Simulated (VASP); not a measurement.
# SnSe in VASP: notebook

The runs below take SnSe through single point, relaxation of cell and atoms, with PBEsol.

Program: VASP 6.6.1. These are calculated values, not measurements. Logs are shortened: lines on timing, memory, paths and dates and some standing lists are left out, and cuts for length are marked.

## (1) The cell of the first run

It takes space group Fm-3m (No. 225, cubic). Conventional cell: a = 5.947 Å, b = 5.947 Å, c = 5.947 Å, α = 90.00°, β = 90.00°, γ = 90.00°. Within 3.9 Å of Sn (site symmetry m-3m) lie 6 Se at 2.97 Å. Se (site symmetry m-3m) has 6 Sn at 2.97 Å within 3.9 Å.

## (2) Single point, PBEsol

INCAR

```
  ALGO = Normal
  EDIFF = 1E-7
  ENCUT = 520
  GGA = PS
  ISIF = 2
  ISMEAR = 0
  LASPH = True
  LCHARG = True
  LELF = True
  LREAL = False
  LVHAR = True
  LWAVE = False
  NBANDS = 17
  NELM = 100
  PREC = Accurate
  SIGMA = 0.02
```

KPOINTS

```
k-points
0
Gamma
  8 8 8
```

POSCAR

```
SnSe
1.0
    2.1024610248      1.2138564386      3.4333001504
   -2.1024610248      1.2138564386      3.4333001504
    0.0000000000     -2.4277128773      3.4333001504
Sn Se
1 1
Direct
    0.5000000000      0.5000000000      0.5000000000
    0.0000000000      0.0000000000      0.0000000000
```

Potentials or basis: VASP PAW PBE potentials, release 64 (Sn_d, Se).

Run with:

```console
$ cat potpaw_PBE.64/Sn_d/POTCAR potpaw_PBE.64/Se/POTCAR > POTCAR
$ mpirun -np 1 vasp_std > vasp.out
```

OUTCAR:

```text
EDIFF = 1E-7
   ENCUT = 520
   GGA = PS
   ISIF = 2
   ISMEAR = 0
   LASPH = True
   LREAL = False
   NELM = 100
   PREC = Accurate

 ion  position               nearest neighbor table
   1  0.500  0.500  0.500-   2 2.97   2 2.97   2 2.97   2 2.97   2 2.97   2 2.97
   2  0.000  0.000  0.000-   1 2.97   1 2.97   1 2.97   1 2.97   1 2.97   1 2.97

  LATTYP: Found a face centered cubic cell.
 ALAT       =     5.9466527958

  Lattice vectors:

 A1 = (   2.1024610248,   1.2138564386,   3.4333001504)
 A2 = (  -2.1024610248,   1.2138564386,   3.4333001504)
 A3 = (   0.0000000000,  -2.4277128773,   3.4333001504)

Analysis of symmetry for initial positions (statically):
=====================================================================
 Subroutine PRICEL returns:
 Original cell was already a primitive cell.

 Routine SETGRP: Setting up the symmetry group for a
 face centered cubic supercell.

 Subroutine GETGRP returns: Found 48 space group operations
 (whereof 48 operations were pure point group operations)
 out of a pool of 48 trial point group operations.

The static configuration has the point symmetry O_h .

Analysis of symmetry for dynamics (positions and initial velocities):
=====================================================================
 Subroutine PRICEL returns:
 Original cell was already a primitive cell.

 Routine SETGRP: Setting up the symmetry group for a
 face centered cubic supercell.

 Subroutine GETGRP returns: Found 48 space group operations
 (whereof 48 operations were pure point group operations)
 out of a pool of 48 trial point group operations.

The dynamic configuration has the point symmetry O_h .

 Subroutine INISYM returns: Found 48 space group operations
 (whereof 48 operations are pure point group operations),
 and found     1 'primitive' translations

----------------------------------------------------------------------------------------

                                     Primitive cell

  volume of cell :      52.5725

  direct lattice vectors                    reciprocal lattice vectors
     2.102461025  1.213856439  3.433300150     0.237816537  0.137303442  0.097088317
    -2.102461025  1.213856439  3.433300150    -0.237816537  0.137303442  0.097088317
     0.000000000 -2.427712877  3.433300150     0.000000000 -0.274606883  0.097088317

  length of vectors
     4.204918517  4.204918517  4.204918517     0.291264625  0.291264625  0.291264625

  position of ions in fractional coordinates (direct lattice)
     0.500000000  0.500000000  0.500000000
     0.000000000  0.000000000  0.000000000

  ion indices of the primitive-cell ions
   primitive index   ion index
                 1           1
                 2           2

----------------------------------------------------------------------------------------

 KPOINTS: k-points

Automatic generation of k-mesh.
 Grid dimensions read from file:
 generate k-points for:    8    8    8

 Generating k-lattice:

  Cartesian coordinates                     Fractional coordinates (reciprocal lattice)
     0.029727067  0.017162930  0.012136040     0.125000000  0.000000000  0.000000000
    -0.029727067  0.017162930  0.012136040     0.000000000  0.125000000  0.000000000
     0.000000000 -0.034325860  0.012136040    -0.000000000 -0.000000000  0.125000000

  Length of vectors
     0.036408078  0.036408078  0.036408078

  Shift w.r.t. Gamma in fractional coordinates (k-lattice)
     0.000000000  0.000000000  0.000000000

 Subroutine IBZKPT returns following result:
 ===========================================

 Found     29 irreducible k-points:

 Following reciprocal coordinates:
            Coordinates               Weight
  0.000000  0.000000  0.000000      1.000000
  0.125000  0.000000 -0.000000      8.000000
  0.250000  0.000000 -0.000000      8.000000
  0.375000  0.000000  0.000000      8.000000
  0.500000  0.000000 -0.000000      4.000000
  0.125000  0.125000 -0.000000      6.000000
[... 16 lines left out ...]
  0.500000  0.250000  0.125000     48.000000
 -0.375000  0.250000  0.125000     24.000000
 [... further k-points ...]
   k-points           NKPTS =     29   k-points in BZ     NKDIM =     29   number of bands    NBANDS=     17
   number of dos      NEDOS =    301   number of ions     NIONS =      2
   total plane-waves  NPLWV =  32768
   dimension x,y,z NGX =    32 NGY =   32 NGZ =   32
   dimension x,y,z NGXF=    64 NGYF=   64 NGZF=   64
   ions per type =               1   1
   NGX,Y,Z   is equivalent  to a cutoff of  12.65, 12.65, 12.65 a.u.
   NGXF,Y,Z  is equivalent  to a cutoff of  25.30, 25.30, 25.30 a.u.
 SYSTEM =  unknown system
   PREC   = accura    normal or accurate (medium, high low for compatibility)
   ISTART =      0    job   : 0-new  1-cont  2-samecut
   ICHARG =      2    charge: 1-file 2-atom 10-const
   ISPIN  =      1    spin polarized calculation?
   LNONCOLLINEAR =      F non collinear calculations
   LSORBIT =      F    spin-orbit coupling
   LASPH  =      T    aspherical Exc in radial PAW
   ENCUT  =  520.0 eV  38.22 Ry    6.18 a.u.   7.82  7.82  7.82*2*pi/ulx,y,z
   NELM   =    100;   NELMIN=  2; NELMDL= -5     # of ELM steps
   EDIFF  = 0.1E-06   stopping-criterion for ELM
   LREAL  =      F    real-space projection
   EDIFFG = 0.1E-05   stopping-criterion for IOM
   NSW    =      0    number of steps for IOM
   IBRION =     -1    ionic relax: 0-MD 1-quasi-New 2-CG
   NFREE  =      0    steps in history (QN), initial steepest desc. (CG)
   ISIF   =      2    stress and relaxation
   ISYM   =      2    0-nonsym 1-usesym 2-fastsym
   POTIM  = 0.5000    time-step for ionic-motion
   TEBEG  =    0.0;   TEEND  =   0.0 temperature during run
   PSTRESS=    0.0 pullay stress
   NELECT =      20.0000    total number of electrons
   NUPDOWN=      -1.0000    fix difference up-down
   EMIN   =  10.00;   EMAX   =-10.00  energy-range for DOS
   EFERMI =   0.00;   METHOD = LEGACY
   ISMEAR =     0;   SIGMA  =   0.02  broadening in eV -4-tet -1-fermi 0-gaus
   EFERMI_NEDOS =   21; number of points for ismear=-14 and -15
   IALGO  =     38    algorithm
   IMIX   =      4    mixing-type and parameters
     AMIX     =   0.40;   BMIX     =  1.00
     AMIX_MAG =   1.60;   BMIX_MAG =  1.00
  volume/ion in A,a.u.               =      26.29       177.39
  Fermi-wavevector in a.u.,A,eV,Ry     =   1.186220  2.241632 19.145015  1.407119
  Thomas-Fermi vector in A             =   2.322398
   LORBIT       =      0    0 simple, 1 ext, 2 COOP (PROOUT), +10 PAW based schemes
   GGA     = PS    functional components
   LHFCALC =     F    Hartree Fock is set to
   AEXX    =    0.0000 exact exchange contribution
   IVDW    =     0    specifies the selected vdW correction
   LEPSILON=     F    determine dielectric tensor
   LRPA    =     F    only Hartree local field effects (RPA)
 non-spin polarized calculation
 Gauss-broadening in eV      SIGMA  =   0.02
  energy-cutoff  :      520.00
  volume of cell :       52.57
 maximum number of plane-waves:      1428
   NGX = 15   NGY = 15   NGZ = 15

 number of electron      20.0000006 magnetization

 Free energy of the ion-electron system (eV)
  ---------------------------------------------------
  ext. energy  EPLUGINS =         0.00000000
  ---------------------------------------------------
  free energy    TOTEN  =        -8.98565349 eV

  energy without entropy =       -8.98565349  energy(sigma->0) =       -8.98565349

 E-fermi :   5.8401     XC(G=0):  -9.9432

 val. band max:        5.7438203827   @ k =   0.5000   0.0000  -0.0000
 cond. band min:       6.4918699922   @ k =  -0.3750   0.1250   0.0000
 fundamental gap:      0.7480496095
 Fermi energy:         5.8401158134

 k-point     1 :       0.0000    0.0000    0.0000
  band No.  band energies     occupation
      1     -15.6245      2.00000
      2     -15.6245      2.00000
      3     -15.6235      2.00000
      4     -15.6235      2.00000
      5     -15.6235      2.00000
      6      -8.2783      2.00000
[... 9 lines left out ...]
     16      11.6159      0.00000
     17      13.8604      0.00000

 k-point     2 :       0.1250    0.0000   -0.0000
  band No.  band energies     occupation
      1     -15.6258      2.00000
      2     -15.6258      2.00000
      3     -15.6231      2.00000
      4     -15.6214      2.00000
      5     -15.6214      2.00000
      6      -8.1606      2.00000
[... 9 lines left out ...]
     16      12.0032      0.00000
     17      15.1125      0.00000

 k-point     3 :       0.2500    0.0000   -0.0000
  band No.  band energies     occupation
      1     -15.6292      2.00000
      2     -15.6292      2.00000
      3     -15.6221      2.00000
      4     -15.6159      2.00000
      5     -15.6159      2.00000
      6      -7.8413      2.00000
[... 9 lines left out ...]
     16      12.9915      0.00000
     17      17.3445      0.00000

 k-point     4 :       0.3750    0.0000    0.0000
  band No.  band energies     occupation
      1     -15.6327      2.00000
      2     -15.6327      2.00000
      3     -15.6212      2.00000
      4     -15.6104      2.00000
      5     -15.6104      2.00000
      6      -7.4503      2.00000
[... 9 lines left out ...]
     16      14.5076      0.00000
     17      17.4110      0.00000
[... 343 lines left out ...]
      1     -15.6369      2.00000
      2     -15.6249      2.00000
      3     -15.6242      2.00000
      4     -15.6134      2.00000
      5     -15.6115      2.00000
      6      -7.5837      2.00000
[... 9 lines left out ...]
     16      15.3150      0.00000
     17      15.5189      0.00000

 k-point    23 :       0.5000    0.2500    0.1250
  band No.  band energies     occupation
      1     -15.6401      2.00000
      2     -15.6272      2.00000
      3     -15.6210      2.00000
      4     -15.6116      2.00000
      5     -15.6086      2.00000
      6      -7.2493      2.00000
[... 9 lines left out ...]
     16      15.5718      0.00000
     17      17.0698      0.00000

 k-point    24 :      -0.3750    0.2500    0.1250
  band No.  band energies     occupation
      1     -15.6412      2.00000
      2     -15.6285      2.00000
      3     -15.6177      2.00000
      4     -15.6131      2.00000
      5     -15.6068      2.00000
      6      -7.0897      2.00000
[... 9 lines left out ...]
     16      16.6824      0.00000
     17      16.7776      0.00000

 [... further k-points ...]

------------------------ aborting loop because EDIFF is reached ----------------------------------------

  FORCE on cell =-STRESS in cart. coord.  units (eV):
  Direction    XX          YY          ZZ          XY          YZ          ZX
  --------------------------------------------------------------------------------------
  -------------------------------------------------------------------------------------
  Total       -0.0055682     -0.0055682     -0.0055682     -0.0000000      0.0000000      0.0000000
  in kB       -0.1696938     -0.1696938     -0.1696933     -0.0000000      0.0000000      0.0000000
  external PRESSURE =      -0.1696936 kB  Pullay stress =       0.0000000 kB

 VOLUME and BASIS-vectors are now :
 -----------------------------------------------------------------------------
  energy-cutoff  :      520.00
  volume of cell :       52.57
      direct lattice vectors                 reciprocal lattice vectors
     2.102461025  1.213856439  3.433300150     0.237816537  0.137303442  0.097088317
    -2.102461025  1.213856439  3.433300150    -0.237816537  0.137303442  0.097088317
     0.000000000 -2.427712877  3.433300150     0.000000000 -0.274606883  0.097088317

 POSITION                                       TOTAL-FORCE (eV/Angst)
 -----------------------------------------------------------------------------------
      0.00000     -0.00000      5.14995         0.000000      0.000000     -0.000000
      0.00000      0.00000      0.00000        -0.000000     -0.000000      0.000000
 -----------------------------------------------------------------------------------
    total drift:                               -0.000000      0.000000     -0.000000

  FREE ENERGIE OF THE ION-ELECTRON SYSTEM (eV)
  ---------------------------------------------------
  free  energy   TOTEN  =        -8.9856534891 eV

  energy  without entropy=       -8.9856534891  energy(sigma->0) =       -8.98565349
```

It took 54 s on 1 thread of Intel Xeon 8259CL, shared host; peak memory 0.18 GiB.

What came out:

| Item | Value |
| --- | --- |
| Free energy | -8.9857 eV |
| Pressure | 0.0 GPa |
| Band gap on the k mesh | 0.75 eV (least direct gap 0.82 eV) |

Levels at points of the mesh, in eV from the valence-band top:
```
           k point  band 7  band 8  band 9  band 10  band 11  band 12  band 13  band 14
(0.00, 0.00, 0.00)   -4.88   -2.18   -2.18    -2.18     4.54     4.54     4.54     5.87
(0.50, 0.00, 0.00)   -8.16   -1.92   -1.92     0.00     0.82     1.30     1.30     8.34
(0.50, 0.50, 0.00)   -5.94   -5.65   -3.71    -3.71     2.91     5.64     5.64     6.28
```

Caveat: semilocal functionals underestimate gaps, and a narrow one can read as zero; the PAW data sets were made with another functional, which shifts forces and pressure a little; spin-orbit coupling is left out, which moves the levels of the heavy elements. A k mesh can miss the band edges.

(Part 1 of 2 ends here.)
